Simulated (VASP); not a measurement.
A run of VASP 6.6.1 is set up as follows.

INCAR

```
PREC     = Accurate       # precision mode
ENCUT    = 520            # plane-wave cutoff, eV
EDIFF    = 1E-6           # SCF threshold, eV
ISMEAR   = 0              # smearing method
SIGMA    = 0.1            # smearing width, eV
LREAL    = False          # projectors in reciprocal space
LASPH    = True           # aspherical terms in the spheres
NELM     = 100            # most SCF steps
ALGO     = Normal         # electronic algorithm
ISIF     = 2              # what is computed and relaxed
LWAVE    = False          # write WAVECAR
LCHARG   = False          # write CHGCAR
GGA      = PE             # functional
NBANDS   = 22             # bands
```

File KPOINTS:

```
Automatic mesh
0
Gamma
  6 6 6
```

POSCAR

```
Ag2Ir
1.0
    1.7316102747      0.9997456582      5.2299059977
   -1.7316102747      0.9997456582      5.2299059977
    0.0000000000     -1.9994913164      5.2299059977
Ag Ir
2 1
Direct
    0.7500000000      0.7500000000      0.7500000000
    0.2500000000      0.2500000000      0.2500000000
    0.0000000000      0.0000000000      0.0000000000
```

Potentials or basis: VASP PAW PBE potentials, release 64 (Ag, Ir).

Command:

```console
$ cat potpaw_PBE.64/Ag/POTCAR potpaw_PBE.64/Ir/POTCAR > POTCAR
$ mpirun -np 1 vasp_std > vasp.out
```

(1) Predict the largest force.

(2) Predict the pressure.

## Answers

(1) 5.503 eV/Å.

(2) 39.0 GPa.

Caveat: the cell stands under pressure; forces of over 1 eV/Å act on the atoms, so gaps and moduli don't describe the material at rest.
